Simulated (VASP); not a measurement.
Set up this calculation in VASP 6.6.1, as the native input.

* Task: single point
* Functional: r2SCAN
* Potentials or basis: VASP PAW PBE potentials, release 64 (Rb_sv, Zn, Br)
* Cutoff: 520 eV
* k mesh: 6 × 6 × 6
* Occupations: gaussian, width 0.01 eV
* Spin: no spin polarisation
* Dipole correction: no
* Further INCAR settings: ALGO = Normal; EDIFF = 1e-07; NBANDS = 29

RbZnBr3:

```
Rb Zn Br
1.0
     5.14365    0.00000    0.00000
     0.00000    5.24862    0.00000
     0.00000    0.00000    5.24862
Rb Zn Br
1 1 3
Direct
  0.00000 0.00000 0.00000
  0.50000 0.50000 0.50000
  0.50000 0.50000 0.00000
  0.50000 0.00000 0.50000
  0.00000 0.50000 0.50000
```

This cell differs from its parent crystal: uniaxial x strain -2.0%.

One way to write it, as run:

POSCAR

```
RbZnBr3
1.0
    5.1436501274      0.0000000000      0.0000000000
    0.0000000000      5.2486225789      0.0000000000
    0.0000000000      0.0000000000      5.2486225789
Rb Zn Br
1 1 3
Direct
    0.0000000000      0.0000000000      0.0000000000
    0.5000000000      0.5000000000      0.5000000000
    0.5000000000      0.5000000000      0.0000000000
    0.5000000000      0.0000000000      0.5000000000
    0.0000000000      0.5000000000      0.5000000000
```

INCAR.step1

```
PREC     = Accurate       # precision mode
ENCUT    = 520            # plane-wave cutoff, eV
ISMEAR   = 0              # smearing method
SIGMA    = 0.01           # smearing width, eV
LREAL    = F              # projectors in reciprocal space
LASPH    = T              # aspherical terms in the spheres
NELM     = 80             # most SCF steps
NBANDS   = 29             # bands
GGA      = PE             # functional
ALGO     = Normal         # electronic algorithm
EDIFF    = 1E-4           # SCF threshold, eV
LWAVE    = T              # write WAVECAR
LCHARG   = F              # write CHGCAR
```

INCAR.step2

```
PREC     = Accurate       # precision mode
ENCUT    = 520            # plane-wave cutoff, eV
EDIFF    = 1E-7           # SCF threshold, eV
ISMEAR   = 0              # smearing method
SIGMA    = 0.01           # smearing width, eV
LREAL    = F              # projectors in reciprocal space
LASPH    = T              # aspherical terms in the spheres
NELM     = 80             # most SCF steps
ALGO     = Normal         # electronic algorithm
ISIF     = 2              # what is computed and relaxed
LWAVE    = F              # write WAVECAR
LCHARG   = T              # write CHGCAR
METAGGA  = R2SCAN         # meta-GGA
LMIXTAU  = T            
LELF     = T              # ELF
LVHAR    = T            
NBANDS   = 29             # bands
ISTART   = 1
```

KPOINTS

```
Automatic mesh
0
Gamma
  6 6 6
```

Potentials or basis: VASP PAW PBE potentials, release 64 (Rb_sv, Zn, Br).

The run is started by

```bash
$ cat potpaw_PBE.64/Rb_sv/POTCAR potpaw_PBE.64/Zn/POTCAR potpaw_PBE.64/Br/POTCAR > POTCAR
$ cp INCAR.step1 INCAR
$ mpirun -np 1 vasp_std > vasp.out
$ cp INCAR.step2 INCAR
$ mpirun -np 1 vasp_std > vasp.out
```

Results of the run:

```json
{"Pressure": "0.8 GPa", "Band gap on the k mesh": "0.80 eV (least direct gap 1.31 eV)"}
```

Caveat: the cell differs from its parent crystal (uniaxial x strain -2.0%); the PAW data sets were made with another functional, which shifts forces and pressure a little.

It took 3.8 min on 1 thread of Intel(R) Xeon(R) 6975P-C (Granite Rapids) (shared host), peak memory 0.36 GiB.
